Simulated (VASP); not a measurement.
# NaF (Fm-3m) in VASP: settings compared, part 2 of 2

VASP 6.6.1. Earlier steps stand in the parts before.

## (3) Single point, PBE

INCAR

```
PREC = Accurate ; ENCUT = 600
EDIFF = 1E-6 ; ISMEAR = -5
SIGMA = 0.1 ; LREAL = False
LASPH = True ; NELM = 120
ALGO = Normal ; ISIF = 2
LWAVE = False ; LCHARG = False
GGA = PE ; NBANDS = 14
GGA_COMPAT = False
```

KPOINTS

```
regular mesh
0
Gamma
  8 8 8
```

POSCAR

```
NaF
1.0
    0.0000000000      2.2858943317      2.2858943317
    2.2858943317      0.0000000000      2.2858943317
    2.2858943317      2.2858943317      0.0000000000
Na F
1 1
Direct
    0.0000000000      0.0000000000      0.0000000000
    0.5000000000      0.5000000000      0.5000000000
```

Potentials or basis: VASP PAW PBE potentials, release 64 (Na_pv, F).

Launch:

```
$ cat potpaw_PBE.64/Na_pv/POTCAR potpaw_PBE.64/F/POTCAR > POTCAR
$ mpirun -np 1 vasp_std > vasp.out
```

OUTCAR:

```text
PREC = Accurate
   ENCUT = 600
   EDIFF = 1E-6
   ISMEAR = -5
   LREAL = False
   LASPH = True
   NELM = 120
   ISIF = 2
   GGA = PE

 ion  position               nearest neighbor table
   1  0.000  0.000  0.000-   2 2.29   2 2.29   2 2.29   2 2.29   2 2.29   2 2.29
   2  0.500  0.500  0.500-   1 2.29   1 2.29   1 2.29   1 2.29   1 2.29   1 2.29

  LATTYP: Found a face centered cubic cell.
 ALAT       =     4.5717886634

  Lattice vectors:

 A1 = (   0.0000000000,   2.2858943317,   2.2858943317)
 A2 = (   2.2858943317,   0.0000000000,   2.2858943317)
 A3 = (   2.2858943317,   2.2858943317,   0.0000000000)

Analysis of symmetry for initial positions (statically):
=====================================================================
 Subroutine PRICEL returns:
 Original cell was already a primitive cell.

 Routine SETGRP: Setting up the symmetry group for a
 face centered cubic supercell.

 Subroutine GETGRP returns: Found 48 space group operations
 (whereof 48 operations were pure point group operations)
 out of a pool of 48 trial point group operations.

The static configuration has the point symmetry O_h .

Analysis of symmetry for dynamics (positions and initial velocities):
=====================================================================
 Subroutine PRICEL returns:
 Original cell was already a primitive cell.

 Routine SETGRP: Setting up the symmetry group for a
 face centered cubic supercell.

 Subroutine GETGRP returns: Found 48 space group operations
 (whereof 48 operations were pure point group operations)
 out of a pool of 48 trial point group operations.

The dynamic configuration has the point symmetry O_h .

 Subroutine INISYM returns: Found 48 space group operations
 (whereof 48 operations are pure point group operations),
 and found     1 'primitive' translations

----------------------------------------------------------------------------------------

                                     Primitive cell

  volume of cell :      23.8890

  direct lattice vectors                    reciprocal lattice vectors
     0.000000000  2.285894332  2.285894332    -0.218732770  0.218732770  0.218732770
     2.285894332  0.000000000  2.285894332     0.218732770 -0.218732770  0.218732770
     2.285894332  2.285894332  0.000000000     0.218732770  0.218732770 -0.218732770

  length of vectors
     3.232742766  3.232742766  3.232742766     0.378856272  0.378856272  0.378856272

  position of ions in fractional coordinates (direct lattice)
     0.000000000  0.000000000  0.000000000
     0.500000000  0.500000000  0.500000000

  ion indices of the primitive-cell ions
   primitive index   ion index
                 1           1
                 2           2

----------------------------------------------------------------------------------------

 KPOINTS: regular mesh

Automatic generation of k-mesh.
 Grid dimensions read from file:
 generate k-points for:    8    8    8

 Generating k-lattice:

  Cartesian coordinates                     Fractional coordinates (reciprocal lattice)
    -0.027341596  0.027341596  0.027341596     0.125000000  0.000000000  0.000000000
     0.027341596 -0.027341596  0.027341596     0.000000000  0.125000000  0.000000000
     0.027341596  0.027341596 -0.027341596     0.000000000  0.000000000  0.125000000

  Length of vectors
     0.047357034  0.047357034  0.047357034

  Shift w.r.t. Gamma in fractional coordinates (k-lattice)
     0.000000000  0.000000000  0.000000000

 TETIRR: Found     76 inequivalent tetrahedra from     3072

 Subroutine IBZKPT returns following result:
 ===========================================

 Found     29 irreducible k-points:

 Following reciprocal coordinates:
            Coordinates               Weight
  0.000000  0.000000  0.000000      1.000000
  0.125000  0.000000  0.000000      8.000000
  0.250000  0.000000  0.000000      8.000000
  0.375000  0.000000  0.000000      8.000000
  0.500000  0.000000  0.000000      4.000000
  0.125000  0.125000  0.000000      6.000000
[... 16 lines left out ...]
  0.500000  0.250000  0.125000     48.000000
 -0.375000  0.250000  0.125000     24.000000
 [... further k-points ...]
   k-points           NKPTS =     29   k-points in BZ     NKDIM =     29   number of bands    NBANDS=     14
   number of dos      NEDOS =    301   number of ions     NIONS =      2
   total plane-waves  NPLWV =  21952
   dimension x,y,z NGX =    28 NGY =   28 NGZ =   28
   dimension x,y,z NGXF=    56 NGYF=   56 NGZF=   56
   ions per type =               1   1
   NGX,Y,Z   is equivalent  to a cutoff of  14.40, 14.40, 14.40 a.u.
   NGXF,Y,Z  is equivalent  to a cutoff of  28.80, 28.80, 28.80 a.u.
 SYSTEM =  unknown system
   PREC   = accura    normal or accurate (medium, high low for compatibility)
   ISTART =      0    job   : 0-new  1-cont  2-samecut
   ICHARG =      2    charge: 1-file 2-atom 10-const
   ISPIN  =      1    spin polarized calculation?
   LNONCOLLINEAR =      F non collinear calculations
   LSORBIT =      F    spin-orbit coupling
   LASPH  =      T    aspherical Exc in radial PAW
   ENCUT  =  600.0 eV  44.10 Ry    6.64 a.u.   6.46  6.46  6.46*2*pi/ulx,y,z
   NELM   =    120;   NELMIN=  2; NELMDL= -5     # of ELM steps
   EDIFF  = 0.1E-05   stopping-criterion for ELM
   LREAL  =      F    real-space projection
   EDIFFG = 0.1E-04   stopping-criterion for IOM
   NSW    =      0    number of steps for IOM
   IBRION =     -1    ionic relax: 0-MD 1-quasi-New 2-CG
   NFREE  =      0    steps in history (QN), initial steepest desc. (CG)
   ISIF   =      2    stress and relaxation
   ISYM   =      2    0-nonsym 1-usesym 2-fastsym
   POTIM  = 0.5000    time-step for ionic-motion
   TEBEG  =    0.0;   TEEND  =   0.0 temperature during run
   PSTRESS=    0.0 pullay stress
   NELECT =      14.0000    total number of electrons
   NUPDOWN=      -1.0000    fix difference up-down
   EMIN   =  10.00;   EMAX   =-10.00  energy-range for DOS
   EFERMI =   0.00;   METHOD = LEGACY
   ISMEAR =    -5;   SIGMA  =   0.10  broadening in eV -4-tet -1-fermi 0-gaus
   EFERMI_NEDOS =   21; number of points for ismear=-14 and -15
   IALGO  =     38    algorithm
   IMIX   =      4    mixing-type and parameters
     AMIX     =   0.40;   BMIX     =  1.00
     AMIX_MAG =   1.60;   BMIX_MAG =  1.00
  volume/ion in A,a.u.               =      11.94        80.61
  Fermi-wavevector in a.u.,A,eV,Ry     =   1.369992  2.588909 25.536476  1.876878
  Thomas-Fermi vector in A             =   2.495818
   LORBIT       =      0    0 simple, 1 ext, 2 COOP (PROOUT), +10 PAW based schemes
   GGA     = PE    functional components
   LHFCALC =     F    Hartree Fock is set to
   AEXX    =    0.0000 exact exchange contribution
   IVDW    =     0    specifies the selected vdW correction
   LEPSILON=     F    determine dielectric tensor
   LRPA    =     F    only Hartree local field effects (RPA)
 non-spin polarized calculation
 Fermi weights with tetrahedron method with Bloechl corrections
  energy-cutoff  :      600.00
  volume of cell :       23.89
 maximum number of plane-waves:       821
 NGX is ok and might be reduce to    28
   NGX = 13   NGY = 13   NGZ = 13

 number of electron      13.9999999 magnetization

 Free energy of the ion-electron system (eV)
  ---------------------------------------------------
  ext. energy  EPLUGINS =         0.00000000
  ---------------------------------------------------
  free energy    TOTEN  =        -8.54210306 eV

  energy without entropy =       -8.54210306  energy(sigma->0) =       -8.54210306

 E-fermi :  -1.8460     XC(G=0):  -9.3501

 val. band max:       -1.9047887720   @ k =   0.0000   0.0000   0.0000
 cond. band min:       4.6214611776   @ k =   0.0000   0.0000   0.0000
 fundamental gap:      6.5262499495
 Fermi energy:        -1.8460437042

 k-point     1 :       0.0000    0.0000    0.0000
  band No.  band energies     occupation
      1     -21.1489      2.00000
      2     -20.7303      2.00000
      3     -20.7303      2.00000
      4     -20.7303      2.00000
      5      -1.9048      2.00000
      6      -1.9048      2.00000
      7      -1.9048      2.00000
      8       4.6215      0.00000
      9      17.3647      0.00000
     10      17.3647      0.00000
     11      17.3647      0.00000
     12      20.3142      0.00000
     13      22.5360      0.00000
     14      22.5360      0.00000
[... 377 lines left out ...]
      1     -21.5741      2.00000
      2     -20.7926      2.00000
      3     -20.7657      2.00000
      4     -20.1232      2.00000
      5      -3.2837      2.00000
      6      -2.5150      2.00000
      7      -2.2648      2.00000
      8      10.1569      0.00000
      9      11.1423      0.00000
     10      15.6528      0.00000
     11      17.5478      0.00000
     12      20.7229      0.00000
     13      21.8222      0.00000
     14      26.7435      0.00000

 [... further k-points ...]
[... 5 lines left out ...]
  --------------------------------------------------------------------------------------
  -------------------------------------------------------------------------------------
  Total        0.6457128      0.6457128      0.6457128     -0.0000000     -0.0000000     -0.0000000
  in kB       43.3063467     43.3063467     43.3063467     -0.0000000     -0.0000000     -0.0000000
  external PRESSURE =      43.3063467 kB  Pullay stress =       0.0000000 kB

 VOLUME and BASIS-vectors are now :
 -----------------------------------------------------------------------------
  energy-cutoff  :      600.00
  volume of cell :       23.89
      direct lattice vectors                 reciprocal lattice vectors
     0.000000000  2.285894332  2.285894332    -0.218732770  0.218732770  0.218732770
     2.285894332  0.000000000  2.285894332     0.218732770 -0.218732770  0.218732770
     2.285894332  2.285894332  0.000000000     0.218732770  0.218732770 -0.218732770

 POSITION                                       TOTAL-FORCE (eV/Angst)
 -----------------------------------------------------------------------------------
      0.00000      0.00000      0.00000         0.000000      0.000000     -0.000000
      2.28589      2.28589      2.28589        -0.000000     -0.000000      0.000000
 -----------------------------------------------------------------------------------
    total drift:                                0.000000      0.000000      0.000000

  FREE ENERGIE OF THE ION-ELECTRON SYSTEM (eV)
  ---------------------------------------------------
  free  energy   TOTEN  =        -8.5421030615 eV

  energy  without entropy=       -8.5421030615  energy(sigma->0) =       -8.54210306
```

OSZICAR:

```text
N       E                     dE             d eps       ncg     rms          rms(c)
DAV:   1     0.118040143622E+03    0.11804E+03   -0.82008E+03   818   0.139E+03
DAV:   2    -0.335899331679E+01   -0.12140E+03   -0.11291E+03   902   0.369E+02
DAV:   3    -0.938618287668E+01   -0.60272E+01   -0.60130E+01  1022   0.749E+01
DAV:   4    -0.943108501958E+01   -0.44902E-01   -0.44900E-01   914   0.690E+00
DAV:   5    -0.943153170754E+01   -0.44669E-03   -0.44668E-03   986   0.690E-01    0.542E+00
DAV:   6    -0.855011835203E+01    0.88141E+00   -0.29935E+00   978   0.152E+01    0.180E+00
DAV:   7    -0.854039100946E+01    0.97273E-02   -0.29901E-02   842   0.209E+00    0.106E+00
DAV:   8    -0.854158050749E+01   -0.11895E-02   -0.27848E-02   872   0.322E+00    0.148E-01
DAV:   9    -0.854216405876E+01   -0.58355E-03   -0.38521E-03   968   0.598E-01    0.111E-01
DAV:  10    -0.854210520593E+01    0.58853E-04   -0.65373E-04   890   0.315E-01    0.162E-02
DAV:  11    -0.854210278706E+01    0.24189E-05   -0.22673E-05   926   0.591E-02    0.203E-03
DAV:  12    -0.854210306149E+01   -0.27443E-06   -0.11448E-06   896   0.112E-02
   1 F= -.85421031E+01 E0= -.85421031E+01  d E =0.000000E+00
```

Run time: 8.6 s. Hardware: 1 thread of Intel Xeon Platinum 8488C (Sapphire Rapids), shared host; peak memory 0.15 GiB.

Results:

```yaml
Free_energy: -8.5421 eV
Pressure: 4.3 GPa
Band_gap_on_the_k_mesh: 6.53 eV, direct
```

Levels at points of the mesh, in eV from the valence-band top:
```tsv
k point	band 3	band 4	band 5	band 6	band 7	band 8	band 9	band 10	band 11	band 12
(0.00, 0.00, 0.00)	-18.83	-18.83	0.00	0.00	0.00	6.53	19.27	19.27	19.27	22.22
(0.50, 0.00, 0.00)	-18.84	-18.07	-1.68	-0.28	-0.28	11.04	12.82	20.56	20.56	23.41
(0.50, 0.50, 0.00)	-18.89	-18.89	-1.33	-0.42	-0.42	13.45	13.50	14.02	20.30	20.30
```

## (4) Single point, PBEsol

INCAR

```
SYSTEM = NaF
PREC = Accurate ; ENCUT = 600
EDIFF = 1E-6 ; ISMEAR = 0
SIGMA = 0.1 ; LREAL = .FALSE.
LASPH = .TRUE. ; NELM = 120
ALGO = Normal ; ISIF = 2
LWAVE = .FALSE. ; LCHARG = .TRUE.
GGA = PS ; LELF = .TRUE.
LVHAR = .TRUE. ; NBANDS = 14
GGA_COMPAT = .FALSE.
```

KPOINTS

```
Automatic mesh
0
G
  8 8 8
  0 0 0
```

POSCAR is that of step 3.

Potentials or basis: VASP PAW PBE potentials, release 64 (Na_pv, F).

Launch:

```
$ cat potpaw_PBE.64/Na_pv/POTCAR potpaw_PBE.64/F/POTCAR > POTCAR
$ mpirun -np 1 vasp_std > vasp.out
```

OUTCAR:

```text
SYSTEM = NaF
   PREC = Accurate
   ENCUT = 600
   EDIFF = 1E-6
   ISMEAR = 0
   LREAL = .FALSE.
   LASPH = .TRUE.
   NELM = 120
   ISIF = 2
   GGA = PS

 ion  position               nearest neighbor table
   1  0.000  0.000  0.000-   2 2.29   2 2.29   2 2.29   2 2.29   2 2.29   2 2.29
   2  0.500  0.500  0.500-   1 2.29   1 2.29   1 2.29   1 2.29   1 2.29   1 2.29

  LATTYP: Found a face centered cubic cell.
 ALAT       =     4.5717886634

  Lattice vectors:

 A1 = (   0.0000000000,   2.2858943317,   2.2858943317)
 A2 = (   2.2858943317,   0.0000000000,   2.2858943317)
 A3 = (   2.2858943317,   2.2858943317,   0.0000000000)

Analysis of symmetry for initial positions (statically):
=====================================================================
 Subroutine PRICEL returns:
 Original cell was already a primitive cell.

 Routine SETGRP: Setting up the symmetry group for a
 face centered cubic supercell.

 Subroutine GETGRP returns: Found 48 space group operations
 (whereof 48 operations were pure point group operations)
 out of a pool of 48 trial point group operations.

The static configuration has the point symmetry O_h .

Analysis of symmetry for dynamics (positions and initial velocities):
[... 166 lines left out ...]

 k-point     1 :       0.0000    0.0000    0.0000
  band No.  band energies     occupation
      1     -21.1292      2.00000
      2     -20.6492      2.00000
      3     -20.6492      2.00000
      4     -20.6492      2.00000
      5      -2.0001      2.00000
      6      -2.0001      2.00000
      7      -2.0001      2.00000
      8       4.3776      0.00000
      9      17.1281      0.00000
     10      17.1281      0.00000
     11      17.1281      0.00000
     12      19.8960      0.00000
     13      22.3307      0.00000
     14      22.3307      0.00000
[... 377 lines left out ...]
      1     -21.5335      2.00000
      2     -20.7137      2.00000
      3     -20.6858      2.00000
      4     -20.0569      2.00000
      5      -3.4069      2.00000
      6      -2.6227      2.00000
      7      -2.3658      2.00000
      8       9.8770      0.00000
      9      10.8888      0.00000
     10      15.4408      0.00000
     11      17.3226      0.00000
     12      20.4982      0.00000
     13      21.5997      0.00000
     14      26.5509      0.00000

 [... further k-points ...]
[... 5 lines left out ...]
  --------------------------------------------------------------------------------------
  -------------------------------------------------------------------------------------
  Total        0.2767661      0.2767661      0.2767661      0.0000000      0.0000000      0.0000000
  in kB       18.5620125     18.5620125     18.5620125      0.0000000      0.0000000      0.0000000
  external PRESSURE =      18.5620125 kB  Pullay stress =       0.0000000 kB

 VOLUME and BASIS-vectors are now :
 -----------------------------------------------------------------------------
  energy-cutoff  :      600.00
  volume of cell :       23.89
      direct lattice vectors                 reciprocal lattice vectors
     0.000000000  2.285894332  2.285894332    -0.218732770  0.218732770  0.218732770
     2.285894332  0.000000000  2.285894332     0.218732770 -0.218732770  0.218732770
     2.285894332  2.285894332  0.000000000     0.218732770  0.218732770 -0.218732770

 POSITION                                       TOTAL-FORCE (eV/Angst)
 -----------------------------------------------------------------------------------
      0.00000      0.00000      0.00000         0.000000      0.000000      0.000000
      2.28589      2.28589      2.28589        -0.000000     -0.000000     -0.000000
 -----------------------------------------------------------------------------------
    total drift:                                0.000000      0.000000      0.000000

  FREE ENERGIE OF THE ION-ELECTRON SYSTEM (eV)
  ---------------------------------------------------
  free  energy   TOTEN  =        -8.7636417884 eV

  energy  without entropy=       -8.7636417884  energy(sigma->0) =       -8.76364179
```

stdout:

```text
POSCAR found type information on POSCAR NaF
 POSCAR found :  2 types and       2 ions
 scaLAPACK will be used
 -----------------------------------------------------------------------------
|                                                                             |
|                                                                             |
|     You enforced a specific xc type in the INCAR file but a different       |
|     I HOPE YOU KNOW WHAT YOU ARE DOING!                                     |
|                                                                             |
 -----------------------------------------------------------------------------

 LDA part: xc-table for (Slater+PW92), standard interpolation
 POSCAR, INCAR and KPOINTS ok, starting setup
 FFT: planning ... GRIDC
 FFT: planning ... GRID_SOFT
 FFT: planning ... GRID
 WAVECAR not read
 entering main loop
```

It took 9.3 s on 1 thread of Intel Xeon Platinum 8488C (Sapphire Rapids), shared host; peak memory 0.15 GiB.

Results:

- Free energy: -8.7636 eV
- Pressure: 1.9 GPa
- Band gap on the k mesh: 6.38 eV, direct

Levels at points of the mesh, in eV from the valence-band top:
| k point | band 4 | band 5 | band 6 | band 7 | band 8 | band 9 | band 10 | band 11 |
| --- | --- | --- | --- | --- | --- | --- | --- | --- |
| (0.00, 0.00, 0.00) | -18.65 | 0.00 | 0.00 | 0.00 | 6.38 | 19.13 | 19.13 | 19.13 |
| (0.50, 0.00, 0.00) | -17.90 | -1.71 | -0.28 | -0.28 | 10.85 | 12.68 | 20.42 | 20.42 |
| (0.50, 0.50, 0.00) | -18.71 | -1.36 | -0.43 | -0.43 | 13.23 | 13.31 | 13.93 | 20.17 |

Caveat: the PAW data sets were made with another functional, which shifts forces and pressure a little.

## (5) Single point, PBE

INCAR

```
SYSTEM = NaF
  ALGO = Normal
  EDIFF = 1E-6
  ENCUT = 600
  GGA = PE
  GGA_COMPAT = .FALSE.
  ISIF = 2
  ISMEAR = 1
  LASPH = .TRUE.
  LCHARG = .FALSE.
  LREAL = .FALSE.
  LWAVE = .FALSE.
  NBANDS = 14
  NELM = 120
  PREC = Accurate
  SIGMA = 0.28
```

KPOINTS

```
k-points
0
G
  8 8 8
  0 0 0
```

POSCAR

```
NaF
1.0
    0.0000000000      2.2858943317      2.2858943317
    2.2858943317      0.0000000000      2.2858943317
    2.2858943317      2.2858943317      0.0000000000
Na F
1 1
Direct
    0.5830000000      0.3060000000      0.5290000000
    1.0830000000      0.8060000000      1.0290000000
```

Launch:

```
$ cat potpaw_PBE.64/Na_pv/POTCAR potpaw_PBE.64/F/POTCAR > POTCAR
$ mpirun -np 1 vasp_std > vasp.out
```

Run time: 8.7 s. Hardware: 1 thread of Intel Xeon Platinum 8488C (Sapphire Rapids), shared host; peak memory 0.15 GiB.

The run converged. Its results:

```
Free energy            : -8.5295 eV
Pressure               : 4.1 GPa
Band gap on the k mesh : 6.53 eV, direct
```

Levels at points of the mesh, in eV from the valence-band top:
```tsv
k point	band 5	band 6	band 7	band 8	band 9	band 10
(0.00, 0.00, 0.00)	0.00	0.00	0.00	6.53	19.28	19.28
(0.50, 0.00, 0.00)	-1.67	-0.27	-0.27	11.05	12.82	20.57
(0.50, 0.50, 0.00)	-1.33	-0.42	-0.42	13.45	13.50	14.02
```

## (6) Overview

| level | potentials or basis | smearing | gap on the mesh (eV) | pressure (GPa) |
| --- | --- | --- | --- | --- |
| LDA | VASP PAW LDA potentials, release 64 (Na_pv, F) | gaussian 0.1 eV | 6.18 | -2.7 |
| PBE | VASP PAW PBE potentials, release 64 (Na_pv, F) | tetrahedron | 6.53 | 4.3 |
| PBEsol | VASP PAW PBE potentials, release 64 (Na_pv, F) | gaussian 0.1 eV | 6.38 | 1.9 |
| PBE | VASP PAW PBE potentials, release 64 (Na_pv, F) | methfessel-paxton 0.28 eV | 6.53 | 4.1 |

Alike in all rows: task single point; no spin polarisation; cell as given; k mesh 8 × 8 × 8; cutoff (eV) 600.

Caveats: the PAW data sets were made with another functional, which shifts forces and pressure a little (some runs).

Total energies depend on the potentials used, so only differences within one code and one set of settings carry meaning.
